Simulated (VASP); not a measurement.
A run of VASP 6.6.1 is set up as follows.

Contents of POSCAR:

```
Ti3InSn
1.0
    4.9810746778      0.0000000000      0.0000000000
    0.0000000000      4.9810746778      0.0000000000
    0.0000000000      0.0000000000      4.9810746778
In Sn Ti
1 1 3
Direct
    0.0000000000      0.0000000000      0.0000000000
    0.5000000000      0.5000000000      0.5000000000
    0.5000000000      0.5000000000      0.0000000000
    0.0000000000      0.5000000000      0.5000000000
    0.5000000000      0.0000000000      0.5000000000
```

The input INCAR.step1:

```
ALGO = Normal
EDIFF = 1E-4
ENCUT = 520
GGA = PE
ISMEAR = -1
LASPH = True
LCHARG = False
LREAL = False
LWAVE = True
NBANDS = 40
NELM = 60
PREC = Accurate
SIGMA = 0.05
```

File INCAR.step2:

```
ALGO = Normal
EDIFF = 1E-7
ENCUT = 520
ISIF = 2
ISMEAR = -1
ISTART = 1
LASPH = True
LCHARG = False
LMIXTAU = True
LREAL = False
LWAVE = False
METAGGA = R2SCAN
NBANDS = 40
NELM = 60
PREC = Accurate
SIGMA = 0.05
```

File KPOINTS:

```
k-points
0
Gamma
  4 4 4
```

Potentials or basis: VASP PAW PBE potentials, release 64 (In_d, Sn_d, Ti_sv).

Run with:

```sh
$ cat potpaw_PBE.64/In_d/POTCAR potpaw_PBE.64/Sn_d/POTCAR potpaw_PBE.64/Ti_sv/POTCAR > POTCAR
$ cp INCAR.step1 INCAR
$ mpirun -np 1 vasp_std > vasp.out
$ cp INCAR.step2 INCAR
$ mpirun -np 1 vasp_std > vasp.out
```

**Question.** What does it give for the pressure?

**Answer.** 0.3 GPa.

Caveat: the PAW data sets were made with another functional, which shifts forces and pressure a little.
